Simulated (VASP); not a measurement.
GaN (rocksalt type): single point with PBE

Crystal: GaN (rocksalt type).

```
Ga N
1.0
     0.00000    1.74870    1.74870
     1.74870    0.00000    1.74870
     1.74870    1.74870    0.00000
Ga N
1 1
Direct
  0.00000 0.00000 0.00000
  0.50000 0.50000 0.50000
```

This cell differs from its parent crystal: volume scaled by 0.55.

```yaml
Program: VASP 6.6.1
Task: single point
Functional: PBE
Potentials_or_basis: VASP PAW PBE potentials, release 64 (Ga_d, N)
Cutoff: 520 eV
k_mesh: 15 × 15 × 15
Occupations: fermi-dirac, width 0.1 eV
Spin: no spin polarisation
Dipole_correction: no
Further_INCAR_settings: ALGO = Normal; EDIFF = 1e-07; NBANDS = 16
```

- Pressure: 472.9 GPa
- Band gap on the k mesh: 5.21 eV, indirect (least direct gap 6.86 eV)

Levels at points of the mesh, in eV from the valence-band top:
| k point | band 5 | band 6 | band 7 | band 8 | band 9 | band 10 | band 11 | band 12 | band 13 | band 14 |
| --- | --- | --- | --- | --- | --- | --- | --- | --- | --- | --- |
| (0.00, 0.00, 0.00) | -14.67 | -14.67 | -1.91 | -1.91 | -1.91 | 10.65 | 17.16 | 18.54 | 18.54 | 18.54 |

Wall time 19 s on 1 thread of Intel Xeon 6975P-C (shared host), peak memory 0.14 GiB.

 A k mesh can miss the band edges.
